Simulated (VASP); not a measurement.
A run of VASP 6.6.1:

File INCAR:

```
SYSTEM = Ag
PREC     = Accurate       ! precision mode
ENCUT    = 520            ! plane-wave cutoff, eV
EDIFF    = 1E-7           ! SCF threshold, eV
ISMEAR   = -1             ! smearing method
SIGMA    = 0.08           ! smearing width, eV
LREAL    = .False.        ! projectors in reciprocal space
LASPH    = .True.         ! aspherical terms in the spheres
NELM     = 100            ! most SCF steps
ALGO     = Normal         ! electronic algorithm
ISIF     = 2              ! what is computed and relaxed
LWAVE    = .False.        ! write WAVECAR
LCHARG   = .True.         ! write CHGCAR
GGA      = PS             ! functional
LELF     = .True.         ! ELF
LVHAR    = .True.       
NBANDS   = 18             ! bands
```

Contents of KPOINTS:

```
regular mesh
0
Gamma
  13 13 13
  0 0 0
```

File POSCAR:

```
Ag
1.0
    0.0000000000      2.2244084304      2.2244084304
    2.2244084304      0.0000000000      2.2244084304
    2.2244084304      2.2244084304      0.0000000000
Ag
2
Direct
   -0.1250000000     -0.1250000000     -0.1250000000
    0.1250000000      0.1250000000      0.1250000000
```

Potentials or basis: VASP PAW PBE potentials, release 64 (Ag).

Launch:

```sh
$ cat potpaw_PBE.64/Ag/POTCAR > POTCAR
$ mpirun -np 1 vasp_std > vasp.out
```

Hardware: 1 thread of Intel Xeon 8259CL (shared host).

Q: Estimate the wall time of this run.

A: Wall time 33 s on 1 thread of Intel Xeon 8259CL, with other jobs on the host, peak memory 0.16 GiB. Counts: scf iterations 13, k points 84.
